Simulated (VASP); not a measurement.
Input of a VASP 6.6.1 run:

File POSCAR:

```
Zn
1.0
    0.0000000000      1.9382217178      1.9382217178
    1.9382217178      0.0000000000      1.9382217178
    1.9382217178      1.9382217178      0.0000000000
Zn
1
Direct
    0.0000000000      0.0000000000      0.0000000000
```

Contents of INCAR.step1:

```
ALGO = Normal
EDIFF = 1E-5
ENCUT = 550
GGA = PE
GGA_COMPAT = F
ISMEAR = -1
LASPH = T
LCHARG = F
LREAL = F
LWAVE = T
NBANDS = 12
NELM = 120
PREC = Accurate
SIGMA = 0.05
```

Contents of INCAR.step2:

```
ALGO = Normal
EDIFF = 1E-6
ENCUT = 550
GGA_COMPAT = F
ISIF = 2
ISMEAR = -1
ISTART = 1
LASPH = T
LCHARG = F
LMIXTAU = T
LREAL = F
LWAVE = F
METAGGA = R2SCAN
NBANDS = 12
NELM = 120
PREC = Accurate
SIGMA = 0.05
```

The input KPOINTS:

```
k-points
0
Gamma
  12 12 12
```

Potentials or basis: VASP PAW PBE potentials, release 64 (Zn).

Command:

```console
$ cat potpaw_PBE.64/Zn/POTCAR > POTCAR
$ cp INCAR.step1 INCAR
$ mpirun -np 1 vasp_std > vasp.out
$ cp INCAR.step2 INCAR
$ mpirun -np 1 vasp_std > vasp.out
```

What does it give for the pressure?

-1.5 GPa.

What does it give for the band gap on the k mesh?

Zero (bands 6 and 7 overlap by 3.62 eV).

Caveat: the PAW data sets were made with another functional, which shifts forces and pressure a little.
